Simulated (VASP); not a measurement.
# AlN (P6_3/mmc) in VASP: notebook

The runs below take AlN through single point, with PBE.

Program: VASP 6.6.1. These are calculated values, not measurements. Logs are shortened: lines on timing, memory, paths and dates and some standing lists are left out, and cuts for length are marked.

## (1) The cell of the first run

The structure is hexagonal, space group P6_3/mmc (No. 194). The conventional cell has a = 3.357 Å, b = 3.357 Å, c = 4.243 Å, α = 90.00°, β = 90.00°, γ = 120.00°. Al (site symmetry -6m2) has 5 N at 1.94 to 2.12 Å within 2.6 Å. Within 2.6 Å of N (site symmetry -6m2) lie 5 Al at 1.94 to 2.12 Å.

## (2) Single point, PBE (volume 10.352 Å^3 an atom, c/a of the conventional cell 1.2638)

File INCAR:

```
SYSTEM = AlN
PREC = Accurate
ENCUT = 520
EDIFF = 1E-6
ISMEAR = 0
SIGMA = 0.05
LREAL = .FALSE.
LASPH = .TRUE.
NELM = 60
ALGO = Normal
ISIF = 2
LWAVE = .FALSE.
LCHARG = .FALSE.
GGA = PE
NBANDS = 16
```

File KPOINTS:

```
regular mesh
0
G
  9 9 6
  0 0 0
```

File POSCAR:

```
AlN
1.0
    3.3570507266      0.0000000000      0.0000000000
   -1.6785253633      2.9072912111      0.0000000000
    0.0000000000      0.0000000000      4.2426559563
Al N
2 2
Direct
    0.3333333333      0.6666666667      0.7500000000
    0.6666666667      0.3333333333      0.2500000000
    0.3333333333      0.6666666667      0.2500000000
    0.6666666667      0.3333333333      0.7500000000
```

Potentials or basis: VASP PAW PBE potentials, release 64 (Al, N).

Run with:

```console
> cat potpaw_PBE.64/Al/POTCAR potpaw_PBE.64/N/POTCAR > POTCAR
> mpirun -np 1 vasp_std > vasp.out
```

OUTCAR:

```text
SYSTEM = AlN
   PREC = Accurate
   ENCUT = 520
   EDIFF = 1E-6
   ISMEAR = 0
   LREAL = .FALSE.
   LASPH = .TRUE.
   NELM = 60
   ISIF = 2
   GGA = PE

 ion  position               nearest neighbor table
   1  0.333  0.667  0.750-   4 1.94   4 1.94   4 1.94   3 2.12   3 2.12   2 2.87   2 2.87   2 2.87
                             2 2.87   2 2.87   2 2.87
   2  0.667  0.333  0.250-   3 1.94   3 1.94   3 1.94   4 2.12   4 2.12   1 2.87   1 2.87   1 2.87
                             1 2.87   1 2.87   1 2.87
   3  0.333  0.667  0.250-   2 1.94   2 1.94   2 1.94   1 2.12   1 2.12
   4  0.667  0.333  0.750-   1 1.94   1 1.94   1 1.94   2 2.12   2 2.12

  LATTYP: Found a hexagonal cell.
 ALAT       =     3.3570507266
 C/A-ratio  =     1.2638045421

  Lattice vectors:

 A1 = (   3.3570507266,   0.0000000000,   0.0000000000)
 A2 = (  -1.6785253633,   2.9072912111,   0.0000000000)
 A3 = (   0.0000000000,   0.0000000000,   4.2426559563)

Analysis of symmetry for initial positions (statically):
=====================================================================
 Subroutine PRICEL returns:
 Original cell was already a primitive cell.

 Routine SETGRP: Setting up the symmetry group for a
 hexagonal supercell.

 Subroutine GETGRP returns: Found 24 space group operations
 (whereof 12 operations were pure point group operations)
 out of a pool of 24 trial point group operations.

The static configuration has the point symmetry D_3d.
 The point group associated with its full space group is D_6h.

Analysis of symmetry for dynamics (positions and initial velocities):
=====================================================================
 Subroutine PRICEL returns:
 Original cell was already a primitive cell.

 Routine SETGRP: Setting up the symmetry group for a
 hexagonal supercell.

 Subroutine GETGRP returns: Found 24 space group operations
 (whereof 12 operations were pure point group operations)
 out of a pool of 24 trial point group operations.

The dynamic configuration has the point symmetry D_3d.
 The point group associated with its full space group is D_6h.

 Subroutine INISYM returns: Found 24 space group operations
 (whereof 12 operations are pure point group operations),
 and found     1 'primitive' translations

----------------------------------------------------------------------------------------

                                     Primitive cell

  volume of cell :      41.4080

  direct lattice vectors                    reciprocal lattice vectors
     3.357050727  0.000000000  0.000000000     0.297880515  0.171981396  0.000000000
    -1.678525363  2.907291211  0.000000000     0.000000000  0.343962791  0.000000000
     0.000000000  0.000000000  4.242655956     0.000000000  0.000000000  0.235701412

  length of vectors
     3.357050727  3.357050727  4.242655956     0.343962791  0.343962791  0.235701412

  position of ions in fractional coordinates (direct lattice)
     0.333333333  0.666666667  0.750000000
     0.666666667  0.333333333  0.250000000
     0.333333333  0.666666667  0.250000000
     0.666666667  0.333333333  0.750000000

  ion indices of the primitive-cell ions
   primitive index   ion index
                 1           1
                 2           2
                 3           3
                 4           4

----------------------------------------------------------------------------------------

 KPOINTS: regular mesh

Automatic generation of k-mesh.
 Grid dimensions read from file:
 generate k-points for:    9    9    6

 Generating k-lattice:

  Cartesian coordinates                     Fractional coordinates (reciprocal lattice)
     0.033097835  0.019109044  0.000000000     0.111111111  0.000000000  0.000000000
     0.000000000  0.038218088  0.000000000     0.000000000  0.111111111  0.000000000
     0.000000000  0.000000000  0.039283569     0.000000000  0.000000000  0.166666667

  Length of vectors
     0.038218088  0.038218088  0.039283569

  Shift w.r.t. Gamma in fractional coordinates (k-lattice)
     0.000000000  0.000000000  0.000000000

 Subroutine IBZKPT returns following result:
 ===========================================

 Found     48 irreducible k-points:

 Following reciprocal coordinates:
            Coordinates               Weight
  0.000000  0.000000  0.000000      1.000000
  0.111111  0.000000  0.000000      6.000000
  0.222222  0.000000  0.000000      6.000000
  0.333333  0.000000  0.000000      6.000000
  0.444444  0.000000  0.000000      6.000000
  0.111111  0.111111  0.000000      6.000000
[... 16 lines left out ...]
  0.333333  0.222222  0.166667     24.000000
  0.333333  0.333333  0.166667      4.000000
 [... further k-points ...]
   k-points           NKPTS =     48   k-points in BZ     NKDIM =     48   number of bands    NBANDS=     16
   number of dos      NEDOS =    301   number of ions     NIONS =      4
   total plane-waves  NPLWV =  25088
   dimension x,y,z NGX =    28 NGY =   28 NGZ =   32
   dimension x,y,z NGXF=    56 NGYF=   56 NGZF=   64
   ions per type =               2   2
   NGX,Y,Z   is equivalent  to a cutoff of  13.87, 13.87, 12.54 a.u.
   NGXF,Y,Z  is equivalent  to a cutoff of  27.73, 27.73, 25.08 a.u.
 SYSTEM =  AlN
   PREC   = accura    normal or accurate (medium, high low for compatibility)
   ISTART =      0    job   : 0-new  1-cont  2-samecut
   ICHARG =      2    charge: 1-file 2-atom 10-const
   ISPIN  =      1    spin polarized calculation?
   LNONCOLLINEAR =      F non collinear calculations
   LSORBIT =      F    spin-orbit coupling
   LASPH  =      T    aspherical Exc in radial PAW
   ENCUT  =  520.0 eV  38.22 Ry    6.18 a.u.   6.24  6.24  7.89*2*pi/ulx,y,z
   NELM   =     60;   NELMIN=  2; NELMDL= -5     # of ELM steps
   EDIFF  = 0.1E-05   stopping-criterion for ELM
   LREAL  =      F    real-space projection
   EDIFFG = 0.1E-04   stopping-criterion for IOM
   NSW    =      0    number of steps for IOM
   IBRION =     -1    ionic relax: 0-MD 1-quasi-New 2-CG
   NFREE  =      0    steps in history (QN), initial steepest desc. (CG)
   ISIF   =      2    stress and relaxation
   ISYM   =      2    0-nonsym 1-usesym 2-fastsym
   POTIM  = 0.5000    time-step for ionic-motion
   TEBEG  =    0.0;   TEEND  =   0.0 temperature during run
   PSTRESS=    0.0 pullay stress
   NELECT =      16.0000    total number of electrons
   NUPDOWN=      -1.0000    fix difference up-down
   EMIN   =  10.00;   EMAX   =-10.00  energy-range for DOS
   EFERMI =   0.00;   METHOD = LEGACY
   ISMEAR =     0;   SIGMA  =   0.05  broadening in eV -4-tet -1-fermi 0-gaus
   EFERMI_NEDOS =   21; number of points for ismear=-14 and -15
   IALGO  =     38    algorithm
   IMIX   =      4    mixing-type and parameters
     AMIX     =   0.40;   BMIX     =  1.00
     AMIX_MAG =   1.60;   BMIX_MAG =  1.00
  volume/ion in A,a.u.               =      10.35        69.86
  Fermi-wavevector in a.u.,A,eV,Ry     =   1.192395  2.253299 19.344836  1.421805
  Thomas-Fermi vector in A             =   2.328434
   LORBIT       =      0    0 simple, 1 ext, 2 COOP (PROOUT), +10 PAW based schemes
   GGA     = PE    functional components
   LHFCALC =     F    Hartree Fock is set to
   AEXX    =    0.0000 exact exchange contribution
   IVDW    =     0    specifies the selected vdW correction
   LEPSILON=     F    determine dielectric tensor
   LRPA    =     F    only Hartree local field effects (RPA)
 non-spin polarized calculation
 Gauss-broadening in eV      SIGMA  =   0.05
  energy-cutoff  :      520.00
  volume of cell :       41.41
 maximum number of plane-waves:      1132
 NGX is ok and might be reduce to    28
   NGX = 13   NGY = 13   NGZ = 15

 number of electron      15.9999998 magnetization

 Free energy of the ion-electron system (eV)
  ---------------------------------------------------
  ext. energy  EPLUGINS =         0.00000000
  ---------------------------------------------------
  free energy    TOTEN  =       -29.27948334 eV

  energy without entropy =      -29.27948334  energy(sigma->0) =      -29.27948334

 E-fermi :   7.7821     XC(G=0): -10.9853

 val. band max:        7.5038765479   @ k =   0.0000   0.0000   0.0000
 cond. band min:      10.4721430572   @ k =   0.0000   0.0000   0.0000
 fundamental gap:      2.9682665094
 Fermi energy:         7.7820546020

 k-point     1 :       0.0000    0.0000    0.0000
  band No.  band energies     occupation
      1      -8.9696      2.00000
      2      -5.5409      2.00000
      3       0.8878      2.00000
      4       4.3501      2.00000
      5       4.3501      2.00000
      6       5.9723      2.00000
[... 8 lines left out ...]
     15      18.9908      0.00000
     16      19.3108      0.00000

 k-point     2 :       0.1111    0.0000    0.0000
  band No.  band energies     occupation
      1      -8.8357      2.00000
      2      -5.5376      2.00000
      3       1.0346      2.00000
      4       3.8554      2.00000
      5       4.1584      2.00000
      6       5.4674      2.00000
[... 8 lines left out ...]
     15      18.7478      0.00000
     16      18.7483      0.00000

 k-point     3 :       0.2222    0.0000    0.0000
  band No.  band energies     occupation
      1      -8.4528      2.00000
      2      -5.5690      2.00000
      3       1.4624      2.00000
      4       2.7950      2.00000
      5       3.7647      2.00000
      6       4.5599      2.00000
[... 8 lines left out ...]
     15      17.8119      0.00000
     16      19.5833      0.00000
[... 362 lines left out ...]
 k-point    23 :       0.3333    0.2222    0.1667
  band No.  band energies     occupation
      1      -6.9443      2.00000
      2      -6.1967      2.00000
      3       1.1916      2.00000
      4       1.9069      2.00000
      5       2.5985      2.00000
      6       4.3845      2.00000
[... 8 lines left out ...]
     15      18.8337      0.00000
     16      20.3549      0.00000

 k-point    24 :       0.3333    0.3333    0.1667
  band No.  band energies     occupation
      1      -6.5215      2.00000
      2      -6.5215      2.00000
      3       1.2378      2.00000
      4       2.0783      2.00000
      5       2.0783      2.00000
      6       4.6002      2.00000
[... 8 lines left out ...]
     15      18.5455      0.00000
     16      20.0939      0.00000

 [... further k-points ...]

------------------------ aborting loop because EDIFF is reached ----------------------------------------

  FORCE on cell =-STRESS in cart. coord.  units (eV):
  Direction    XX          YY          ZZ          XY          YZ          ZX
  --------------------------------------------------------------------------------------
  -------------------------------------------------------------------------------------
  Total       -2.1210218     -2.1210218     -1.7011313      0.0000000      0.0000000      0.0000000
  in kB      -82.0675466    -82.0675466    -65.8209527      0.0000000      0.0000000      0.0000000
  external PRESSURE =     -76.6520153 kB  Pullay stress =       0.0000000 kB

 VOLUME and BASIS-vectors are now :
 -----------------------------------------------------------------------------
  energy-cutoff  :      520.00
  volume of cell :       41.41
      direct lattice vectors                 reciprocal lattice vectors
     3.357050727  0.000000000  0.000000000     0.297880515  0.171981396  0.000000000
    -1.678525363  2.907291211  0.000000000     0.000000000  0.343962791  0.000000000
     0.000000000  0.000000000  4.242655956     0.000000000  0.000000000  0.235701412

 POSITION                                       TOTAL-FORCE (eV/Angst)
 -----------------------------------------------------------------------------------
     -0.00000      1.93819      3.18199         0.000000      0.000000      0.000000
      1.67853      0.96910      1.06066         0.000000      0.000000      0.000000
     -0.00000      1.93819      1.06066        -0.000000     -0.000000      0.000000
      1.67853      0.96910      3.18199        -0.000000      0.000000      0.000000
 -----------------------------------------------------------------------------------
    total drift:                                0.000000     -0.000000      0.000000

  FREE ENERGIE OF THE ION-ELECTRON SYSTEM (eV)
  ---------------------------------------------------
  free  energy   TOTEN  =       -29.2794833403 eV

  energy  without entropy=      -29.2794833403  energy(sigma->0) =      -29.27948334
```

It took 12 s on 1 thread of Intel Xeon 6975P-C (Granite Rapids), shared host; peak memory 0.17 GiB.

What came out:

| Item | Value |
| --- | --- |
| Free energy | -29.2795 eV |
| Pressure | -7.7 GPa |
| Band gap on the k mesh | 2.97 eV, direct |

## (3) Single point, PBE (volume 10.750 Å^3 an atom, c/a of the conventional cell 1.1664)

File INCAR:

```
ALGO     = Normal         # electronic algorithm
EDIFF    = 1E-6           # SCF threshold, eV
ENCUT    = 520            # plane-wave cutoff, eV
GGA      = PE             # functional
ISIF     = 2              # what is computed and relaxed
ISMEAR   = 0              # smearing method
LASPH    = True           # aspherical terms in the spheres
LCHARG   = False          # write CHGCAR
LREAL    = False          # projectors in reciprocal space
LWAVE    = False          # write WAVECAR
NBANDS   = 16             # bands
NELM     = 100            # most SCF steps
PREC     = Accurate       # precision mode
SIGMA    = 0.05           # smearing width, eV
```

File KPOINTS:

```
k-points
0
Gamma
  9 9 6
```

File POSCAR:

```
AlN
1.0
    3.4916451793      0.0000000000      0.0000000000
   -1.7458225897      3.0238534262      0.0000000000
    0.0000000000      0.0000000000      4.0726549371
Al N
2 2
Direct
    0.3333333333      0.6666666667      0.7500000000
    0.6666666667      0.3333333333      0.2500000000
    0.3333333333      0.6666666667      0.2500000000
    0.6666666667      0.3333333333      0.7500000000
```

Potentials or basis: VASP PAW PBE potentials, release 64 (Al, N).

Run with:

```console
> cat potpaw_PBE.64/Al/POTCAR potpaw_PBE.64/N/POTCAR > POTCAR
> mpirun -np 1 vasp_std > vasp.out
```

Run time: 12 s. Hardware: 1 thread of Intel Xeon 6975P-C (Granite Rapids), shared host; peak memory 0.16 GiB.

The run converged. Its results:

```yaml
Free_energy: -29.0709 eV
Pressure: -13.7 GPa
Band_gap_on_the_k_mesh: 2.99 eV, direct
```

Stress tensor (GPa, compression positive):
```
-17.62   0.00   0.00
  0.00 -17.62   0.00
  0.00   0.00  -5.90
```

Levels at points of the mesh, in eV from the valence-band top:
| k point | band 5 | band 6 | band 7 | band 8 | band 9 | band 10 | band 11 | band 12 |
| --- | --- | --- | --- | --- | --- | --- | --- | --- |
| (0.00, 0.00, 0.00) | -2.91 | -0.93 | -0.93 | 0.00 | 2.99 | 3.94 | 7.84 | 7.84 |
| (0.00, 0.00, 0.50) | -1.96 | -1.96 | -1.96 | -1.96 | 5.55 | 5.55 | 7.94 | 7.94 |

## (4) Single point, PBE (volume 10.750 Å^3 an atom, c/a of the conventional cell 1.2980)

File INCAR:

```
SYSTEM = AlN
  PREC = Accurate
  ENCUT = 520
  EDIFF = 1E-6
  ISMEAR = 0
  SIGMA = 0.05
  LREAL = .FALSE.
  LASPH = .TRUE.
  NELM = 80
  ALGO = Normal
  ISIF = 2
  LWAVE = .FALSE.
  LCHARG = .FALSE.
  GGA = PE
  NBANDS = 16
```

File KPOINTS:

```
Automatic mesh
0
G
  9 9 6
  0 0 0
```

File POSCAR:

```
AlN
1.0
    3.3694140086      0.0000000000      0.0000000000
   -1.6847070043      2.9179981273      0.0000000000
    0.0000000000      0.0000000000      4.3734993831
Al N
2 2
Direct
    0.3333333333      0.6666666667      0.7500000000
    0.6666666667      0.3333333333      0.2500000000
    0.3333333333      0.6666666667      0.2500000000
    0.6666666667      0.3333333333      0.7500000000
```

Potentials or basis: VASP PAW PBE potentials, release 64 (Al, N).

Run with:

```console
> cat potpaw_PBE.64/Al/POTCAR potpaw_PBE.64/N/POTCAR > POTCAR
> mpirun -np 1 vasp_std > vasp.out
```

OUTCAR:

```text
SYSTEM = AlN
   PREC = Accurate
   ENCUT = 520
   EDIFF = 1E-6
   ISMEAR = 0
   LREAL = .FALSE.
   LASPH = .TRUE.
   NELM = 80
   ISIF = 2
   GGA = PE

 ion  position               nearest neighbor table
   1  0.333  0.667  0.750-   4 1.95   4 1.95   4 1.95   3 2.19   3 2.19   2 2.93   2 2.93   2 2.93
                             2 2.93   2 2.93   2 2.93
   2  0.667  0.333  0.250-   3 1.95   3 1.95   3 1.95   4 2.19   4 2.19   1 2.93   1 2.93   1 2.93
                             1 2.93   1 2.93   1 2.93
   3  0.333  0.667  0.250-   2 1.95   2 1.95   2 1.95   1 2.19   1 2.19
   4  0.667  0.333  0.750-   1 1.95   1 1.95   1 1.95   2 2.19   2 2.19

[... 661 lines left out ...]
  -------------------------------------------------------------------------------------
  Total       -3.5235420     -3.5235420     -3.4341464      0.0000000      0.0000000      0.0000000
  in kB     -131.2869562   -131.2869562   -127.9560806      0.0000000      0.0000000      0.0000000
  external PRESSURE =    -130.1766643 kB  Pullay stress =       0.0000000 kB

 VOLUME and BASIS-vectors are now :
 -----------------------------------------------------------------------------
  energy-cutoff  :      520.00
  volume of cell :       43.00
      direct lattice vectors                 reciprocal lattice vectors
     3.369414009  0.000000000  0.000000000     0.296787512  0.171350350  0.000000000
    -1.684707004  2.917998127  0.000000000     0.000000000  0.342700700  0.000000000
     0.000000000  0.000000000  4.373499383     0.000000000  0.000000000  0.228649855

 POSITION                                       TOTAL-FORCE (eV/Angst)
 -----------------------------------------------------------------------------------
     -0.00000      1.94533      3.28012         0.000000      0.000000     -0.000000
      1.68471      0.97267      1.09337         0.000000     -0.000000     -0.000000
     -0.00000      1.94533      1.09337        -0.000000      0.000000      0.000000
      1.68471      0.97267      3.28012        -0.000000      0.000000      0.000000
 -----------------------------------------------------------------------------------
    total drift:                               -0.000000     -0.000000     -0.000000

  FREE ENERGIE OF THE ION-ELECTRON SYSTEM (eV)
  ---------------------------------------------------
  free  energy   TOTEN  =       -29.1800535128 eV

  energy  without entropy=      -29.1800535128  energy(sigma->0) =      -29.18005351
```

OSZICAR:

```text
N       E                     dE             d eps       ncg     rms          rms(c)
DAV:   1     0.418638312011E+02    0.41864E+02   -0.73769E+03  1536   0.901E+02
DAV:   2    -0.298956209196E+02   -0.71759E+02   -0.64906E+02  2256   0.181E+02
DAV:   3    -0.334301073733E+02   -0.35345E+01   -0.35193E+01  1824   0.420E+01
DAV:   4    -0.334531647950E+02   -0.23057E-01   -0.23056E-01  1864   0.380E+00
DAV:   5    -0.334534762886E+02   -0.31149E-03   -0.31148E-03  1824   0.446E-01    0.113E+01
DAV:   6    -0.291819068451E+02    0.42716E+01   -0.92539E+00  1984   0.224E+01    0.374E+00
DAV:   7    -0.291994189205E+02   -0.17512E-01   -0.62395E-01  1648   0.552E+00    0.274E+00
DAV:   8    -0.291881235482E+02    0.11295E-01   -0.87668E-02  1608   0.263E+00    0.934E-01
DAV:   9    -0.291795293077E+02    0.85942E-02   -0.16446E-02  1920   0.104E+00    0.297E-01
DAV:  10    -0.291801598265E+02   -0.63052E-03   -0.33327E-03  1760   0.375E-01    0.164E-01
DAV:  11    -0.291800511855E+02    0.10864E-03   -0.20688E-04  1800   0.115E-01    0.460E-02
DAV:  12    -0.291800540167E+02   -0.28312E-05   -0.17678E-05  1656   0.330E-02    0.799E-03
DAV:  13    -0.291800535128E+02    0.50387E-06   -0.60823E-06  1864   0.184E-02
   1 F= -.29180054E+02 E0= -.29180054E+02  d E =-.781880E-18
```

It took 13 s on 1 thread of Intel Xeon 6975P-C (Granite Rapids), shared host; peak memory 0.17 GiB.

Results:

* Free energy: -29.1801 eV
* Pressure: -13.0 GPa
* Band gap on the k mesh: 2.60 eV, direct

Stress tensor (GPa, compression positive):
```
-13.13   0.00   0.00
  0.00 -13.13   0.00
  0.00   0.00 -12.80
```

(Continued in part 2 of 2.)
